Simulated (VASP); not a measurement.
# TiPt3 (Pm-3m) in VASP: further runs

Runs on TiPt3. Level: LDA. Tasks: single point.

Program: VASP 6.6.1. These are calculated values, not measurements. Logs are shortened: lines on timing, memory, paths and dates and some standing lists are left out, and cuts for length are marked.

**1. The cell of the first run**

Symmetry: Pm-3m, No. 221, cubic system. The conventional cell has a = 3.844 Å, b = 3.844 Å, c = 3.844 Å, α = 90.00°, β = 90.00°, γ = 90.00°. Within 3.6 Å of Pt (site symmetry 4/mmm) lie 8 Pt at 2.72 Å and 4 Ti at 2.72 Å. Within 3.6 Å of Ti (site symmetry m-3m) lie 12 Pt at 2.72 Å.

**2. Single point, LDA**

Contents of INCAR:

```
PREC = Accurate
ENCUT = 570
EDIFF = 1E-6
ISMEAR = -1
SIGMA = 0.05
LREAL = False
LASPH = True
NELM = 120
ALGO = Normal
ISIF = 2
LWAVE = False
LCHARG = False
GGA = CA
NBANDS = 41
GGA_COMPAT = False
```

Contents of KPOINTS:

```
regular mesh
0
Gamma
  7 7 7
```

Contents of POSCAR:

```
TiPt3
1.0
    3.8443313815      0.0000000000      0.0000000000
    0.0000000000      3.8443313815      0.0000000000
    0.0000000000      0.0000000000      3.8443313815
Pt Ti
3 1
Direct
    0.5000000000      0.5000000000      0.0000000000
    0.5000000000      0.0000000000      0.5000000000
    0.0000000000      0.5000000000      0.5000000000
    0.0000000000      0.0000000000      0.0000000000
```

Potentials or basis: VASP PAW LDA potentials, release 64 (Pt_sv_GW, Ti_sv).

On the command line:

```
$ cat potpaw_LDA.64/Pt_sv_GW/POTCAR potpaw_LDA.64/Ti_sv/POTCAR > POTCAR
$ mpirun -np 1 vasp_std > vasp.out
```

OUTCAR:

```text
PREC = Accurate
   ENCUT = 570
   EDIFF = 1E-6
   ISMEAR = -1
   LREAL = False
   LASPH = True
   NELM = 120
   ISIF = 2
   GGA = CA

 ion  position               nearest neighbor table
   1  0.500  0.500  0.000-   2 2.72   3 2.72   4 2.72   2 2.72   3 2.72   2 2.72   4 2.72   2 2.72
                             3 2.72   4 2.72   3 2.72   4 2.72
   2  0.500  0.000  0.500-   1 2.72   3 2.72   4 2.72   1 2.72   4 2.72   1 2.72   3 2.72   1 2.72
                             3 2.72   4 2.72   4 2.72   3 2.72
   3  0.000  0.500  0.500-   1 2.72   2 2.72   4 2.72   1 2.72   4 2.72   2 2.72   4 2.72   4 2.72
                             1 2.72   2 2.72   1 2.72   2 2.72
   4  0.000  0.000  0.000-   1 2.72   2 2.72   3 2.72   2 2.72   3 2.72   1 2.72   3 2.72   3 2.72
                             1 2.72   2 2.72   2 2.72   1 2.72

  LATTYP: Found a simple cubic cell.
 ALAT       =     3.8443313815

  Lattice vectors:

 A1 = (   3.8443313815,   0.0000000000,   0.0000000000)
 A2 = (   0.0000000000,   3.8443313815,   0.0000000000)
 A3 = (   0.0000000000,   0.0000000000,   3.8443313815)

Analysis of symmetry for initial positions (statically):
=====================================================================
 Subroutine PRICEL returns:
 Original cell was already a primitive cell.

 Routine SETGRP: Setting up the symmetry group for a
 simple cubic supercell.

 Subroutine GETGRP returns: Found 48 space group operations
 (whereof 48 operations were pure point group operations)
 out of a pool of 48 trial point group operations.

The static configuration has the point symmetry O_h .

Analysis of symmetry for dynamics (positions and initial velocities):
=====================================================================
 Subroutine PRICEL returns:
 Original cell was already a primitive cell.

 Routine SETGRP: Setting up the symmetry group for a
 simple cubic supercell.

 Subroutine GETGRP returns: Found 48 space group operations
 (whereof 48 operations were pure point group operations)
 out of a pool of 48 trial point group operations.

The dynamic configuration has the point symmetry O_h .

 Subroutine INISYM returns: Found 48 space group operations
 (whereof 48 operations are pure point group operations),
 and found     1 'primitive' translations

----------------------------------------------------------------------------------------

                                     Primitive cell

[... 88 lines left out ...]
   NELM   =    120;   NELMIN=  2; NELMDL= -5     # of ELM steps
   EDIFF  = 0.1E-05   stopping-criterion for ELM
   LREAL  =      F    real-space projection
   EDIFFG = 0.1E-04   stopping-criterion for IOM
   NSW    =      0    number of steps for IOM
   IBRION =     -1    ionic relax: 0-MD 1-quasi-New 2-CG
   NFREE  =      0    steps in history (QN), initial steepest desc. (CG)
   ISIF   =      2    stress and relaxation
   ISYM   =      2    0-nonsym 1-usesym 2-fastsym
   POTIM  = 0.5000    time-step for ionic-motion
   TEBEG  =    0.0;   TEEND  =   0.0 temperature during run
   PSTRESS=    0.0 pullay stress
   NELECT =      66.0000    total number of electrons
   NUPDOWN=      -1.0000    fix difference up-down
   EMIN   =  10.00;   EMAX   =-10.00  energy-range for DOS
   EFERMI =   0.00;   METHOD = LEGACY
   ISMEAR =    -1;   SIGMA  =   0.05  broadening in eV -4-tet -1-fermi 0-gaus
   EFERMI_NEDOS =   21; number of points for ismear=-14 and -15
   IALGO  =     38    algorithm
   IMIX   =      4    mixing-type and parameters
     AMIX     =   0.40;   BMIX     =  1.00
     AMIX_MAG =   1.60;   BMIX_MAG =  1.00
  volume/ion in A,a.u.               =      14.20        95.85
  Fermi-wavevector in a.u.,A,eV,Ry     =   1.720952  3.252127 40.296027  2.961674
  Thomas-Fermi vector in A             =   2.797295
   LORBIT       =      0    0 simple, 1 ext, 2 COOP (PROOUT), +10 PAW based schemes
   GGA     = CA    functional components
   LHFCALC =     F    Hartree Fock is set to
   AEXX    =    0.0000 exact exchange contribution
   IVDW    =     0    specifies the selected vdW correction
   LEPSILON=     F    determine dielectric tensor
   LRPA    =     F    only Hartree local field effects (RPA)
 non-spin polarized calculation
  energy-cutoff  :      570.00
  volume of cell :       56.81
 maximum number of plane-waves:      1791
 NGX is ok and might be reduce to    30
   NGX = 15   NGY = 15   NGZ = 15

 number of electron      66.0000004 magnetization

 Free energy of the ion-electron system (eV)
  ---------------------------------------------------
  ext. energy  EPLUGINS =         0.00000000
  ---------------------------------------------------
  free energy    TOTEN  =       -34.04126587 eV

  energy without entropy =      -34.02803548  energy(sigma->0) =      -34.03465067

 E-fermi :  11.9447     XC(G=0): -14.2826

 val. band max:       11.7801875486   @ k =   0.4286   0.0000   0.0000
 cond. band min:      11.9808857260   @ k =   0.0000   0.0000   0.0000
 fundamental gap:      0.2006981773
 Fermi energy:        11.9447173448

 k-point     1 :       0.0000    0.0000    0.0000
  band No.  band energies     occupation
      1     -87.0938      2.00000
      2     -87.0483      2.00000
      3     -87.0483      2.00000
      4     -45.4831      2.00000
      5     -41.7049      2.00000
      6     -41.7049      2.00000
[... 869 lines left out ...]
     40      13.7929      0.00000
     41      17.9931      0.00000

------------------------ aborting loop because EDIFF is reached ----------------------------------------

  FORCE on cell =-STRESS in cart. coord.  units (eV):
  Direction    XX          YY          ZZ          XY          YZ          ZX
  --------------------------------------------------------------------------------------
  -------------------------------------------------------------------------------------
  Total        2.2900963      2.2900963      2.2900963      0.0000000      0.0000000     -0.0000000
  in kB       64.5805706     64.5805706     64.5805706      0.0000000      0.0000000     -0.0000000
  external PRESSURE =      64.5805706 kB  Pullay stress =       0.0000000 kB

 VOLUME and BASIS-vectors are now :
 -----------------------------------------------------------------------------
  energy-cutoff  :      570.00
  volume of cell :       56.81
      direct lattice vectors                 reciprocal lattice vectors
     3.844331381  0.000000000  0.000000000     0.260123257  0.000000000  0.000000000
     0.000000000  3.844331381  0.000000000     0.000000000  0.260123257  0.000000000
     0.000000000  0.000000000  3.844331381     0.000000000  0.000000000  0.260123257

 POSITION                                       TOTAL-FORCE (eV/Angst)
 -----------------------------------------------------------------------------------
      1.92217      1.92217      0.00000         0.000000      0.000000      0.000000
      1.92217      0.00000      1.92217         0.000000      0.000000      0.000000
      0.00000      1.92217      1.92217         0.000000      0.000000      0.000000
      0.00000      0.00000      0.00000         0.000000      0.000000      0.000000
 -----------------------------------------------------------------------------------
    total drift:                                0.000000      0.000000     -0.000000

  FREE ENERGIE OF THE ION-ELECTRON SYSTEM (eV)
  ---------------------------------------------------
  free  energy   TOTEN  =       -34.0412658659 eV

  energy  without entropy=      -34.0280354754  energy(sigma->0) =      -34.03465067
```

stdout:

```text
POSCAR found type information on POSCAR PtTi
 POSCAR found :  2 types and       4 ions
 scaLAPACK will be used
 LDA part: xc-table for (Slater(with rela. corr.)+CA(PZ))
 , standard interpolation
 POSCAR, INCAR and KPOINTS ok, starting setup
 FFT: planning ... GRIDC
 FFT: planning ... GRID_SOFT
 FFT: planning ... GRID
 WAVECAR not read
 entering main loop
```

Run time: 47 s. Hardware: 1 thread of Intel Xeon Platinum 8488C (Sapphire Rapids), shared host; peak memory 0.17 GiB.

What came out:

| Item | Value |
| --- | --- |
| Free energy | -34.0413 eV |
| Pressure | 6.5 GPa |
| Band gap on the k mesh | zero (bands 33 and 34 overlap by 1.62 eV) |

Caveat: the cell stands under pressure; spin-orbit coupling is left out, which moves the levels of the heavy elements.

**3. Single point, LDA**

This run uses another cell than the first one, of 13.91 Å³/atom.

Contents of INCAR:

```
SYSTEM = TiPt3
ALGO = Normal ; EDIFF = 1E-6
ENCUT = 570 ; GGA = CA
GGA_COMPAT = .FALSE. ; ISIF = 2
ISMEAR = -1 ; LASPH = .TRUE.
LCHARG = .FALSE. ; LREAL = .FALSE.
LWAVE = .FALSE. ; NBANDS = 41
NELM = 120 ; PREC = Accurate
SIGMA = 0.05
```

Contents of KPOINTS:

```
k-points
0
G
  7 7 7
  0 0 0
```

Contents of POSCAR:

```
TiPt3
1.0
    3.8174470657      0.0000000000      0.0000000000
    0.0000000000      3.8174470657      0.0000000000
    0.0000000000      0.0000000000      3.8174470657
Pt Ti
3 1
Direct
    0.5000000000      0.5000000000      0.0000000000
    0.5000000000      0.0000000000      0.5000000000
    0.0000000000      0.5000000000      0.5000000000
    0.0000000000      0.0000000000      0.0000000000
```

Potentials or basis: VASP PAW LDA potentials, release 64 (Pt_sv_GW, Ti_sv).

On the command line:

```
$ cat potpaw_LDA.64/Pt_sv_GW/POTCAR potpaw_LDA.64/Ti_sv/POTCAR > POTCAR
$ mpirun -np 1 vasp_std > vasp.out
```

OUTCAR:

```text
SYSTEM = TiPt3
   EDIFF = 1E-6
   ENCUT = 570
   GGA = CA
   ISIF = 2
   ISMEAR = -1
   LASPH = .TRUE.
   LREAL = .FALSE.
   NELM = 120
   PREC = Accurate

 ion  position               nearest neighbor table
   1  0.500  0.500  0.000-   2 2.70   3 2.70   4 2.70   2 2.70   3 2.70   2 2.70   4 2.70   2 2.70
                             3 2.70   4 2.70   3 2.70   4 2.70
   2  0.500  0.000  0.500-   1 2.70   3 2.70   4 2.70   1 2.70   4 2.70   1 2.70   3 2.70   1 2.70
                             3 2.70   4 2.70   4 2.70   3 2.70
[... 1077 lines left out ...]
  Direction    XX          YY          ZZ          XY          YZ          ZX
  --------------------------------------------------------------------------------------
  -------------------------------------------------------------------------------------
  Total        4.6543436      4.6543436      4.6543436      0.0000000     -0.0000000      0.0000000
  in kB      134.0447930    134.0447930    134.0447930      0.0000000     -0.0000000      0.0000000
  external PRESSURE =     134.0447930 kB  Pullay stress =       0.0000000 kB

 VOLUME and BASIS-vectors are now :
 -----------------------------------------------------------------------------
  energy-cutoff  :      570.00
  volume of cell :       55.63
      direct lattice vectors                 reciprocal lattice vectors
     3.817447066  0.000000000  0.000000000     0.261955171  0.000000000  0.000000000
     0.000000000  3.817447066  0.000000000     0.000000000  0.261955171  0.000000000
     0.000000000  0.000000000  3.817447066     0.000000000  0.000000000  0.261955171

 POSITION                                       TOTAL-FORCE (eV/Angst)
 -----------------------------------------------------------------------------------
      1.90872      1.90872      0.00000         0.000000      0.000000      0.000000
      1.90872      0.00000      1.90872         0.000000      0.000000      0.000000
      0.00000      1.90872      1.90872         0.000000      0.000000      0.000000
      0.00000      0.00000      0.00000         0.000000      0.000000      0.000000
 -----------------------------------------------------------------------------------
    total drift:                                0.000000      0.000000     -0.000000

  FREE ENERGIE OF THE ION-ELECTRON SYSTEM (eV)
  ---------------------------------------------------
  free  energy   TOTEN  =       -33.9591516728 eV

  energy  without entropy=      -33.9460083926  energy(sigma->0) =      -33.95258003
```

OSZICAR:

```text
N       E                     dE             d eps       ncg     rms          rms(c)
DAV:   1     0.116526819143E+04    0.11653E+04   -0.43984E+04  1664   0.207E+03
DAV:   2     0.619505025709E+02   -0.11033E+04   -0.10662E+04  1778   0.721E+02
DAV:   3    -0.339460641429E+02   -0.95897E+02   -0.89300E+02  1930   0.210E+02
DAV:   4    -0.389960713239E+02   -0.50500E+01   -0.50092E+01  2061   0.470E+01
DAV:   5    -0.391124198745E+02   -0.11635E+00   -0.11612E+00  2086   0.640E+00    0.134E+02
DAV:   6    -0.350922634426E+02    0.40202E+01   -0.17559E+01  1825   0.241E+01    0.720E+01
DAV:   7    -0.454842108246E+02   -0.10392E+02   -0.55079E+01  2208   0.354E+01    0.387E+01
DAV:   8    -0.352066666934E+02    0.10278E+02   -0.42862E+01  2156   0.606E+01    0.139E+01
DAV:   9    -0.344286566458E+02    0.77801E+00   -0.24124E+00  1829   0.923E+00    0.759E+00
DAV:  10    -0.341133681927E+02    0.31529E+00   -0.19871E-01  2242   0.316E+00    0.366E+00
DAV:  11    -0.339812334192E+02    0.13213E+00   -0.12017E-01  2278   0.246E+00    0.148E+00
DAV:  12    -0.339596513511E+02    0.21582E-01   -0.61951E-02  2331   0.176E+00    0.650E-01
DAV:  13    -0.339591206427E+02    0.53071E-03   -0.53561E-03  1834   0.504E-01    0.308E-01
DAV:  14    -0.339591750252E+02   -0.54383E-04   -0.24298E-04  1998   0.119E-01    0.121E-01
DAV:  15    -0.339591519579E+02    0.23067E-04   -0.11886E-04  1817   0.940E-02    0.263E-02
DAV:  16    -0.339591516042E+02    0.35366E-06   -0.15537E-05  2083   0.231E-02    0.163E-02
DAV:  17    -0.339591516728E+02   -0.68576E-07   -0.12581E-06  1179   0.824E-03
   1 F= -.33959152E+02 E0= -.33952580E+02  d E =-.131433E-01
```

stdout:

```text
POSCAR found type information on POSCAR PtTi
 POSCAR found :  2 types and       4 ions
 scaLAPACK will be used
 LDA part: xc-table for (Slater(with rela. corr.)+CA(PZ))
 , standard interpolation
 POSCAR, INCAR and KPOINTS ok, starting setup
 FFT: planning ... GRIDC
 FFT: planning ... GRID_SOFT
 FFT: planning ... GRID
 WAVECAR not read
 entering main loop
```

Wall time 33 s (1 thread of Intel Xeon 6975P-C (Granite Rapids), shared host); peak memory 0.18 GiB.

What came out:

```
Free energy            : -33.9592 eV
Pressure               : 13.4 GPa
Band gap on the k mesh : zero (bands 33 and 34 overlap by 1.68 eV)
```

Caveat: the cell stands under pressure; spin-orbit coupling is left out, which moves the levels of the heavy elements.

The gap in the log of VASP goes by the Fermi energy; the results here count the filled bands.